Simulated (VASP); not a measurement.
Runs of VASP 6.6.1 on NiO. The structure is that of space group Fm-3m (No. 225), or close to it. The cells are those of the table. 

```tsv
potentials or basis	cell	cutoff (eV)	second run	gap on the mesh (eV)	pressure (GPa)	moment (μB)
VASP PAW PBE potentials, release 64 (Ni, O)	a = 2.962 Å, angles 60.0°, 2 atoms	520	-	(b)	0.1	2.00
VASP PAW PBE potentials, release 64 (Ni, O)	a = 2.932 Å, angles 60.0°, 2 atoms	520	-	(d)	(a)	2.00
VASP PAW PBE potentials, release 64 (Ni, O)	a = 2.901 Å, angles 60.0°, 2 atoms	520	-	(c)	15.4	2.00
VASP PAW PBE potentials, release 64 (Ni_sv_GW, O)	a = 2.962 Å, angles 60.0°, 2 atoms	660	valence_matched	0.85	-1.8	2.00
VASP PAW PBE potentials, release 64 (Ni, O)	a = 3.020 Å, angles 60.0°, 2 atoms	520	-	0.92	-11.0	2.00
VASP PAW PBE potentials, release 64 (Ni, O)	a = 2.991 Å, angles 60.0°, 2 atoms	520	-	0.84	-5.9	2.00
```

Alike in all rows: task single point; level r2SCAN; spin collinear, ferromagnetic start; k mesh 12 × 12 × 12; smearing gaussian 0.02 eV.

Estimate the missing entries.

(a) 7.2; (b) 0.74; (c) 0.51; (d) 0.63.

Caveats: the PAW data sets were made with another functional, which shifts forces and pressure a little; a cell with one magnetic atom can't hold antiferromagnetic order, which such compounds often take.

A k mesh can miss the band edges.

The runs don't all hold the same shells in valence.
